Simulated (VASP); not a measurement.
## Al6SiSe3: relaxation of cell and atoms with PBE

Al6SiSe3:

```
Al Si Se
1.0
     6.08997    0.00000    0.00000
     0.00000    6.08997    0.00000
     0.00000    0.00000    6.08997
Al Si Se
6 1 3
Direct
  0.19302 0.50000 0.50000
  0.80698 0.50000 0.50000
  0.50000 0.19302 0.50000
  0.50000 0.80698 0.50000
  0.50000 0.50000 0.19302
  0.50000 0.50000 0.80698
  0.00000 0.00000 0.00000
  0.50000 0.00000 0.00000
  0.00000 0.50000 0.00000
  0.00000 0.00000 0.50000
```

```
Program                : VASP 6.6.1
Task                   : relaxation of cell and atoms
Functional             : PBE
Potentials or basis    : VASP PAW PBE potentials, release 64 (Al, Si, Se)
Cutoff                 : 600 eV
k mesh                 : 6 × 6 × 6
Occupations            : gaussian, width 0.1 eV
Spin                   : no spin polarisation
Dipole correction      : no
Further INCAR settings : ALGO = Normal; EDIFF = 1e-06; IBRION = 2; EDIFFG = -0.01; NSW = 100; ISIF = 3
```

```yaml
Relaxed_volume: 22.59 Å³/atom
Relaxed_cell: a = 6.090 Å, b = 6.090 Å, c = 6.090 Å, α = 90.00°, β = 90.00°, γ = 90.00°
Space_group_after_relaxing_to_0.05_Å: Pm-3m (No. 221)
Energy_gained_by_relaxing: 0.0 meV/atom
Ionic_steps: 3
Pressure_after_relaxing: 0.0 GPa
Band_gap_on_the_k_mesh: zero (band 20 reaches 4.53 eV, above the bottom of band 21 at 4.26 eV)
```

The path:
```tsv
step	energy change (eV)	largest force (eV/Å)	pressure (GPa)	volume (Å³)
1	0.0000	0.0492	0.02	225.86
2	-0.0001	0.0326	-0.01	225.96
3	-0.0002	0.0000	0.00	225.92
```

Final structure:
```xyz
10
Lattice="6.0905 0.0000 0.0000 0.0000 6.0905 0.0000 0.0000 0.0000 6.0905" Properties=species:S:1:pos:R:3 pbc="T T T"
Al    1.1770    3.0452    3.0452
Al    4.9135    3.0452    3.0452
Al    3.0452    1.1770    3.0452
Al    3.0452    4.9135    3.0452
Al    3.0452    3.0452    1.1770
Al    3.0452    3.0452    4.9135
Si    6.0905    0.0000    0.0000
Se    3.0452    0.0000    0.0000
Se    6.0905    3.0452    0.0000
Se    6.0905    0.0000    3.0452
```

Levels at points of the mesh, in eV from the Fermi level:
```csv
k point,band 16,band 17,band 18,band 19,band 20,band 21,band 22,band 23,band 24,band 25
"(0.00, 0.00, 0.00)",-2.75,-2.27,-0.93,-0.93,-0.93,-0.13,-0.13,-0.13,3.85,3.85
"(0.50, 0.00, 0.00)",-1.88,-1.41,-1.29,-0.37,-0.30,0.00,1.14,1.91,1.91,2.13
"(0.50, 0.50, 0.00)",-1.43,-1.27,-0.47,-0.47,-0.08,0.29,0.97,0.97,1.96,1.96
"(0.50, 0.50, 0.50)",-1.05,-0.85,-0.85,-0.85,-0.16,0.37,0.37,0.37,0.59,0.59
```

Wall time 110 s on 1 thread of Intel(R) Xeon(R) 6975P-C (Granite Rapids), with other jobs on the host, peak memory 0.44 GiB.
